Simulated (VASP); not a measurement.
Set up this calculation in VASP 6.6.1, as the native input.

```yaml
Task: single point
Functional: PBE
Potentials_or_basis: VASP PAW PBE potentials, release 64 (Au)
Cutoff: 520 eV
k_mesh: 18 × 18 × 10
Occupations: gaussian, width 0.15 eV
Spin: no spin polarisation
Dipole_correction: no
Further_INCAR_settings: ALGO = Fast; EDIFF = 1e-06; NBANDS = 18
```

The structure of Au lies in POSCAR:

```
Au
1.0
    2.8999984104      0.0000000000      0.0000000000
   -1.4499992052      2.5114722944      0.0000000000
    0.0000000000      0.0000000000      4.8800000000
Au
2
Direct
    0.3333333333      0.6666666667      0.7500000000
    0.6666666667      0.3333333333      0.2500000000
```

This isn't the form of Au at room conditions, which is fcc.

The input as run:

INCAR

```
PREC = Accurate
ENCUT = 520
EDIFF = 1E-6
ISMEAR = 0
SIGMA = 0.15
LREAL = False
LASPH = True
NELM = 80
ALGO = Fast
ISIF = 2
LWAVE = False
LCHARG = False
GGA = PE
NBANDS = 18
```

KPOINTS

```
regular mesh
0
Gamma
  18 18 10
```

Potentials or basis: VASP PAW PBE potentials, release 64 (Au).

The run is started by

```sh
$ cat potpaw_PBE.64/Au/POTCAR > POTCAR
$ mpirun -np 1 vasp_std > vasp.out
```

Results of the run:

- Pressure: 1.8 GPa
- Band gap on the k mesh: zero (bands 11 and 12 overlap by 6.68 eV)

Caveat: spin-orbit coupling is left out, which moves the levels of the heavy elements.

Run time: 3.1 min on 1 thread of AMD EPYC 7R13, with other jobs on the host, peak memory 0.21 GiB.
